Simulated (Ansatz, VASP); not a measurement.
**Two plane-wave programs on BP**

Contents of POSCAR:

```
BP
1.0
    0.0000000000      2.2899519552      2.2899519552
    2.2899519552      0.0000000000      2.2899519552
    2.2899519552      2.2899519552      0.0000000000
B P
1 1
Direct
    0.0000000000      0.0000000000      0.0000000000
    0.2500000000      0.2500000000      0.2500000000
```

File INCAR.step1:

```
PREC = Accurate
ENCUT = 420
EDIFF = 1E-5
ISMEAR = 0
SIGMA = 0.01
LREAL = F
LASPH = T
NELM = 120
ALGO = Normal
ISIF = 2
LWAVE = T
GGA = PE
NBANDS = 11
GGA_COMPAT = F
```

INCAR.step2

```
PREC = Accurate
ENCUT = 420
EDIFF = 1E-6
ISMEAR = 0
SIGMA = 0.01
LREAL = F
LASPH = T
NELM = 120
ALGO = Normal
ISIF = 2
LWAVE = F
LCHARG = T
GGA = PE
LHFCALC = T
HFSCREEN = 0.2079
PRECFOCK = Normal
LELF = T
LVHAR = T
ISTART = 1
NBANDS = 11
GGA_COMPAT = F
```

Contents of KPOINTS:

```
regular mesh
0
Gamma
  6 6 6
```

Input for Ansatz:

```yaml
crystal:
  lattice:
    - [0.0, 2.2899519552, 2.2899519552]
    - [2.2899519552, 0.0, 2.2899519552]
    - [2.2899519552, 2.2899519552, 0.0]
  atoms:
    - { symbol: B, position: [0.0, 0.0, 0.0] }
    - { symbol: P, position: [0.25, 0.25, 0.25] }
scf:
  occupations: { method: fixed }
output:
  forces: true
  stress: true
  eigenvalues: true
  write_density: true
  write_potential: true
  elf: true
  volumetric_format: npy
hamiltonian:
  xc: hse06
basis:
  ecutwfc: 520
kpoints:
  mp_grid: { grid: [6, 6, 6] }
```

Alike in both runs: task single point; functional HSE06; k mesh 6 × 6 × 6; no spin polarisation.

```csv
,VASP,Ansatz
version,VASP 6.6.1,Ansatz 0.2.0
potentials or method,"VASP PAW PBE potentials, release 64 (B, P), cutoff 420 eV","scalar-relativistic, plane waves, PAW"
occupations,"gaussian, width 0.01 eV",fixed
valence electrons in the cell,8,8
```

VASP gave:

| Property | Result |
| --- | --- |
| gap on the k mesh at the Fermi level (eV) | 2.11 |
| least direct gap on the mesh (eV) | 4.29 |

Task: Which values does Ansatz return?

Result: gap on the k mesh at the Fermi level (eV): 2.12; least direct gap on the mesh (eV): 4.30.

Ansatz's warnings: stress exchange threshold loose, stress scf threshold loose.
